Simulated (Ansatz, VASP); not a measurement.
## Two plane-wave programs on Os

```
Os
1.0
     1.95392   -4.12655    0.00000
     1.95392    4.12655    0.00000
     0.00000    0.00000    3.88826
Os
4
Direct
  0.15028 0.84972 0.99999
  0.65028 0.34972 0.50001
  0.84972 0.15028 0.00001
  0.34972 0.65028 0.49999
```

Alike in both runs: functional PBEsol; k mesh 6 × 6 × 4; occupations gaussian, width 0.1 eV; no spin polarisation.

Ansatz relaxed the structure, and its values are those at the end. VASP's run is a single point on that final structure, the one shown.

|  | VASP | Ansatz |
| --- | --- | --- |
| version | VASP 6.6.1 | Ansatz 0.2.0 |
| potentials or method | VASP PAW PBE potentials, release 64 (Os_sv_GW), cutoff 560 eV | scalar-relativistic, plane waves, PAW |
| valence electrons in the cell | 64 | 64 |

```tsv
	VASP	Ansatz	Ansatz less VASP
gap on the k mesh at the Fermi level (eV)	none	none	-
pressure (GPa)	-1.0	0.2	+1.22
rms of the force components (eV/Å)	0.007	0.002	-0.0042
```

VASP's potentials were made for PBE, not for PBEsol. A gap of «none» marks a metal or a gap that the smearing closes.

The k mesh is coarse, so the values compare programs but aren't converged. Neither program's run includes spin-orbit coupling.
